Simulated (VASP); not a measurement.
# WC (Fm-3m) in VASP: notebook, part 2 of 4

VASP 6.6.1.

### Step 3. Single point, PBEsol+D3(BJ)

This run uses another cell than the first one, of 10.07 Å³/atom.

File INCAR:

```
PREC = Accurate
ENCUT = 520
EDIFF = 1E-7
ISMEAR = 0
SIGMA = 0.1
LREAL = False
LASPH = True
NELM = 80
ALGO = Normal
ISIF = 2
LWAVE = False
LCHARG = False
GGA = PS
IVDW = 12
NBANDS = 16
```

File KPOINTS:

```
Automatic mesh
0
Gamma
  11 11 11
```

File POSCAR:

```
WC
1.0
    0.0000000000      2.1597181537      2.1597181537
    2.1597181537      0.0000000000      2.1597181537
    2.1597181537      2.1597181537      0.0000000000
W C
1 1
Direct
    0.0000000000      0.0000000000      0.0000000000
    0.5000000000      0.5000000000      0.5000000000
```

Potentials or basis: VASP PAW PBE potentials, release 64 (W_sv, C).

The run is started by

```bash
> cat potpaw_PBE.64/W_sv/POTCAR potpaw_PBE.64/C/POTCAR > POTCAR
> mpirun -np 1 vasp_std > vasp.out
```

OUTCAR:

```text
PREC = Accurate
   ENCUT = 520
   EDIFF = 1E-7
   ISMEAR = 0
   LREAL = False
   LASPH = True
   NELM = 80
   ISIF = 2
   GGA = PS
   IVDW = 12
 IVDW          = 12

 ion  position               nearest neighbor table
   1  0.000  0.000  0.000-   2 2.16   2 2.16   2 2.16   2 2.16   2 2.16   2 2.16
   2  0.500  0.500  0.500-   1 2.16   1 2.16   1 2.16   1 2.16   1 2.16   1 2.16

  LATTYP: Found a face centered cubic cell.
 ALAT       =     4.3194363074

  Lattice vectors:

 A1 = (   0.0000000000,   2.1597181537,   2.1597181537)
 A2 = (   2.1597181537,   0.0000000000,   2.1597181537)
 A3 = (   2.1597181537,   2.1597181537,   0.0000000000)

Analysis of symmetry for initial positions (statically):
=====================================================================
 Subroutine PRICEL returns:
 Original cell was already a primitive cell.

 Routine SETGRP: Setting up the symmetry group for a
 face centered cubic supercell.

 Subroutine GETGRP returns: Found 48 space group operations
 (whereof 48 operations were pure point group operations)
 out of a pool of 48 trial point group operations.

The static configuration has the point symmetry O_h .

Analysis of symmetry for dynamics (positions and initial velocities):
=====================================================================
 Subroutine PRICEL returns:
 Original cell was already a primitive cell.

 Routine SETGRP: Setting up the symmetry group for a
 face centered cubic supercell.

 Subroutine GETGRP returns: Found 48 space group operations
 (whereof 48 operations were pure point group operations)
 out of a pool of 48 trial point group operations.

The dynamic configuration has the point symmetry O_h .

 Subroutine INISYM returns: Found 48 space group operations
 (whereof 48 operations are pure point group operations),
 and found     1 'primitive' translations

----------------------------------------------------------------------------------------

                                     Primitive cell

  volume of cell :      20.1475

  direct lattice vectors                    reciprocal lattice vectors
     0.000000000  2.159718154  2.159718154    -0.231511690  0.231511690  0.231511690
     2.159718154  0.000000000  2.159718154     0.231511690 -0.231511690  0.231511690
     2.159718154  2.159718154  0.000000000     0.231511690  0.231511690 -0.231511690

  length of vectors
     3.054302704  3.054302704  3.054302704     0.400990010  0.400990010  0.400990010

  position of ions in fractional coordinates (direct lattice)
     0.000000000  0.000000000  0.000000000
     0.500000000  0.500000000  0.500000000

  ion indices of the primitive-cell ions
   primitive index   ion index
                 1           1
                 2           2

----------------------------------------------------------------------------------------

 KPOINTS: Automatic mesh

Automatic generation of k-mesh.
 Grid dimensions read from file:
 generate k-points for:   11   11   11

 Generating k-lattice:

  Cartesian coordinates                     Fractional coordinates (reciprocal lattice)
    -0.021046517  0.021046517  0.021046517     0.090909091  0.000000000  0.000000000
     0.021046517 -0.021046517  0.021046517     0.000000000  0.090909091  0.000000000
     0.021046517  0.021046517 -0.021046517     0.000000000  0.000000000  0.090909091

  Length of vectors
     0.036453637  0.036453637  0.036453637

  Shift w.r.t. Gamma in fractional coordinates (k-lattice)
     0.000000000  0.000000000  0.000000000

 Subroutine IBZKPT returns following result:
 ===========================================

 Found     56 irreducible k-points:

 Following reciprocal coordinates:
            Coordinates               Weight
  0.000000  0.000000  0.000000      1.000000
  0.090909  0.000000  0.000000      8.000000
  0.181818  0.000000  0.000000      8.000000
  0.272727  0.000000  0.000000      8.000000
  0.363636  0.000000  0.000000      8.000000
  0.454545  0.000000  0.000000      8.000000
[... 16 lines left out ...]
 -0.272727  0.181818  0.000000     24.000000
 -0.181818  0.181818  0.000000     12.000000
 [... further k-points ...]
   k-points           NKPTS =     56   k-points in BZ     NKDIM =     56   number of bands    NBANDS=     16
   number of dos      NEDOS =    301   number of ions     NIONS =      2
   total plane-waves  NPLWV =  13824
   dimension x,y,z NGX =    24 NGY =   24 NGZ =   24
   dimension x,y,z NGXF=    48 NGYF=   48 NGZF=   48
   ions per type =               1   1
   NGX,Y,Z   is equivalent  to a cutoff of  13.06, 13.06, 13.06 a.u.
   NGXF,Y,Z  is equivalent  to a cutoff of  26.13, 26.13, 26.13 a.u.
 SYSTEM =  unknown system
   PREC   = accura    normal or accurate (medium, high low for compatibility)
   ISTART =      0    job   : 0-new  1-cont  2-samecut
   ICHARG =      2    charge: 1-file 2-atom 10-const
   ISPIN  =      1    spin polarized calculation?
   LNONCOLLINEAR =      F non collinear calculations
   LSORBIT =      F    spin-orbit coupling
   LASPH  =      T    aspherical Exc in radial PAW
   ENCUT  =  520.0 eV  38.22 Ry    6.18 a.u.   5.68  5.68  5.68*2*pi/ulx,y,z
   NELM   =     80;   NELMIN=  2; NELMDL= -5     # of ELM steps
   EDIFF  = 0.1E-06   stopping-criterion for ELM
   LREAL  =      F    real-space projection
   EDIFFG = 0.1E-05   stopping-criterion for IOM
   NSW    =      0    number of steps for IOM
   IBRION =     -1    ionic relax: 0-MD 1-quasi-New 2-CG
   NFREE  =      0    steps in history (QN), initial steepest desc. (CG)
   ISIF   =      2    stress and relaxation
   ISYM   =      2    0-nonsym 1-usesym 2-fastsym
   POTIM  = 0.5000    time-step for ionic-motion
   TEBEG  =    0.0;   TEEND  =   0.0 temperature during run
   PSTRESS=    0.0 pullay stress
   NELECT =      18.0000    total number of electrons
   NUPDOWN=      -1.0000    fix difference up-down
   EMIN   =  10.00;   EMAX   =-10.00  energy-range for DOS
   EFERMI =   0.00;   METHOD = LEGACY
   ISMEAR =     0;   SIGMA  =   0.10  broadening in eV -4-tet -1-fermi 0-gaus
   EFERMI_NEDOS =   21; number of points for ismear=-14 and -15
   IALGO  =     38    algorithm
   IMIX   =      4    mixing-type and parameters
     AMIX     =   0.40;   BMIX     =  1.00
     AMIX_MAG =   1.60;   BMIX_MAG =  1.00
  volume/ion in A,a.u.               =      10.07        67.98
  Fermi-wavevector in a.u.,A,eV,Ry     =   1.576735  2.979596 33.825334  2.486092
  Thomas-Fermi vector in A             =   2.677523
   LORBIT       =      0    0 simple, 1 ext, 2 COOP (PROOUT), +10 PAW based schemes
   GGA     = PS    functional components
   LHFCALC =     F    Hartree Fock is set to
   AEXX    =    0.0000 exact exchange contribution
   IVDW    =    12    specifies the selected vdW correction
   LEPSILON=     F    determine dielectric tensor
   LRPA    =     F    only Hartree local field effects (RPA)
 non-spin polarized calculation
 Gauss-broadening in eV      SIGMA  =   0.10
  energy-cutoff  :      520.00
  volume of cell :       20.15
 maximum number of plane-waves:       556
   NGX = 11   NGY = 11   NGZ = 11

 number of electron      17.9999999 magnetization

 Free energy of the ion-electron system (eV)
  ---------------------------------------------------
  ext. energy  EPLUGINS =         0.00000000
  ---------------------------------------------------
  free energy    TOTEN  =       -22.97484059 eV

  energy without entropy =      -22.96761338  energy(sigma->0) =      -22.97122698

 E-fermi :  12.9565     XC(G=0): -14.0954

 val. band max:       12.9362778860   @ k =  -0.2727   0.4545   0.1818
 cond. band min:      12.9654945677   @ k =   0.2727   0.2727   0.0000
 fundamental gap:      0.0292166817
 Fermi energy:        12.9564943298

 k-point     1 :       0.0000    0.0000    0.0000
  band No.  band energies     occupation
      1     -62.3872      2.00000
      2     -26.3794      2.00000
      3     -26.3794      2.00000
      4     -26.3794      2.00000
      5      -3.2223      2.00000
      6      10.0194      2.00000
[... 8 lines left out ...]
     15      22.5278      0.00000
     16      37.0368      0.00000
[... 419 lines left out ...]
 k-point    24 :      -0.1818    0.1818    0.0000
  band No.  band energies     occupation
      1     -62.3562      2.00000
      2     -26.7669      2.00000
      3     -26.5378      2.00000
      4     -26.4129      2.00000
      5      -0.9516      2.00000
      6       5.8028      2.00000
[... 8 lines left out ...]
     15      26.0254      0.00000
     16      27.1648      0.00000

 [... further k-points ...]

------------------------ aborting loop because EDIFF is reached ----------------------------------------

 Edisp (eV)   -0.92637

 E8    (eV) :    -0.6382

  FORCE on cell =-STRESS in cart. coord.  units (eV):
  Direction    XX          YY          ZZ          XY          YZ          ZX
  --------------------------------------------------------------------------------------
  -------------------------------------------------------------------------------------
  Total       0.15408     0.15408     0.15408     0.00000     0.00000     0.00000
  in kB      12.25258    12.25258    12.25258     0.00000     0.00000     0.00000
  external pressure =       12.25 kB  Pullay stress =        0.00 kB

 VOLUME and BASIS-vectors are now :
 -----------------------------------------------------------------------------
  energy-cutoff  :      520.00
  volume of cell :       20.15
      direct lattice vectors                 reciprocal lattice vectors
     0.000000000  2.159718154  2.159718154    -0.231511690  0.231511690  0.231511690
     2.159718154  0.000000000  2.159718154     0.231511690 -0.231511690  0.231511690
     2.159718154  2.159718154  0.000000000     0.231511690  0.231511690 -0.231511690

 POSITION                                       TOTAL-FORCE (eV/Angst)
 -----------------------------------------------------------------------------------
      0.00000      0.00000      0.00000        -0.000000      0.000000     -0.000000
      2.15972      2.15972      2.15972         0.000000     -0.000000      0.000000
 -----------------------------------------------------------------------------------
    total drift:                                0.000000     -0.000000     -0.000000

  FREE ENERGIE OF THE ION-ELECTRON SYSTEM (eV)
  ---------------------------------------------------
  free  energy   TOTEN  =       -23.9012085376 eV

  energy  without entropy=      -23.8939813206  energy(sigma->0) =      -23.89759493
```

OSZICAR:

```text
N       E                     dE             d eps       ncg     rms          rms(c)
DAV:   1     0.109521631239E+03    0.10952E+03   -0.92269E+03  1800   0.125E+03
DAV:   2    -0.231733224861E+02   -0.13269E+03   -0.12813E+03  2224   0.339E+02
DAV:   3    -0.262793214990E+02   -0.31060E+01   -0.30965E+01  1888   0.493E+01
DAV:   4    -0.262940491202E+02   -0.14728E-01   -0.14727E-01  2408   0.383E+00
DAV:   5    -0.262941527841E+02   -0.10366E-03   -0.10366E-03  1920   0.302E-01    0.343E+01
DAV:   6    -0.230743162541E+02    0.32198E+01   -0.77754E+00  2200   0.269E+01    0.949E+00
DAV:   7    -0.230076926583E+02    0.66624E-01   -0.39479E-01  1816   0.508E+00    0.704E+00
DAV:   8    -0.229762433289E+02    0.31449E-01   -0.65663E-02  2048   0.208E+00    0.135E+00
DAV:   9    -0.229749327663E+02    0.13106E-02   -0.24702E-03  1904   0.435E-01    0.106E-01
DAV:  10    -0.229748397527E+02    0.93014E-04   -0.29635E-04  2168   0.200E-01    0.462E-02
DAV:  11    -0.229748410439E+02   -0.12912E-05   -0.93317E-06  2000   0.291E-02    0.985E-03
DAV:  12    -0.229748405940E+02    0.44989E-06   -0.73044E-07  2064   0.830E-03    0.142E-03
DAV:  13    -0.229748405921E+02    0.19099E-08   -0.24636E-08  1160   0.151E-03
   1 F= -.23901209E+02 E0= -.23897595E+02  d E =-.722722E-02
```

Wall time 28 s (1 thread of Intel Xeon 8259CL, shared host); peak memory 0.16 GiB.

What came out:

```
Free energy                : -23.9012 eV
Pressure                   : 1.2 GPa
Band gap on the k mesh     : zero (bands 9 and 10 overlap by 3.29 eV)
Dispersion energy per atom : -0.463 eV
```

Caveat: the PAW data sets were made with another functional, which shifts forces and pressure a little; spin-orbit coupling is left out, which moves the levels of the heavy elements.

### Step 4. Single point, BLYP+D3(BJ)

This run uses another cell than the first one, of 10.39 Å³/atom.

File INCAR:

```
PREC     = Accurate       # precision mode
ENCUT    = 520            # plane-wave cutoff, eV
EDIFF    = 1E-6           # SCF threshold, eV
ISMEAR   = 0              # smearing method
SIGMA    = 0.1            # smearing width, eV
LREAL    = False          # projectors in reciprocal space
LASPH    = True           # aspherical terms in the spheres
NELM     = 80             # most SCF steps
ALGO     = Normal         # electronic algorithm
ISIF     = 2              # what is computed and relaxed
LWAVE    = False          # write WAVECAR
LCHARG   = False          # write CHGCAR
GGA      = B5             # functional
ALDAX    = 1.0          
AGGAX    = 1.0          
AGGAC    = 1.0          
ALDAC    = 0.0          
IVDW     = 12             # dispersion correction
VDW_S6   = 1.0          
VDW_S8   = 2.6996       
VDW_A1   = 0.4298       
VDW_A2   = 4.2359       
NBANDS   = 16             # bands
```

KPOINTS is that of step 3.

File POSCAR:

```
WC
1.0
    0.0000000000      2.1822633677      2.1822633677
    2.1822633677      0.0000000000      2.1822633677
    2.1822633677      2.1822633677      0.0000000000
W C
1 1
Direct
    0.0000000000      0.0000000000      0.0000000000
    0.5000000000      0.5000000000      0.5000000000
```

The run is started by

```bash
> cat potpaw_PBE.64/W_sv/POTCAR potpaw_PBE.64/C/POTCAR > POTCAR
> mpirun -np 1 vasp_std > vasp.out
```

Run time: 29 s. Hardware: 1 thread of Intel Xeon 8259CL, shared host; peak memory 0.16 GiB.

The run converged. Its results:

* Free energy: -21.2238 eV
* Pressure: 2.3 GPa
* Band gap on the k mesh: zero (bands 9 and 10 overlap by 3.07 eV)
* Dispersion energy per atom: -1.073 eV

Levels at points of the mesh, in eV from the Fermi level:
```tsv
k point	band 7	band 8	band 9	band 10	band 11	band 12
(0.00, 0.00, 0.00)	-2.76	-2.76	-1.11	-1.11	-1.11	-0.96
```

Caveat: the PAW data sets were made with another functional, which shifts forces and pressure a little; spin-orbit coupling is left out, which moves the levels of the heavy elements.

[end of part 2 of 4]
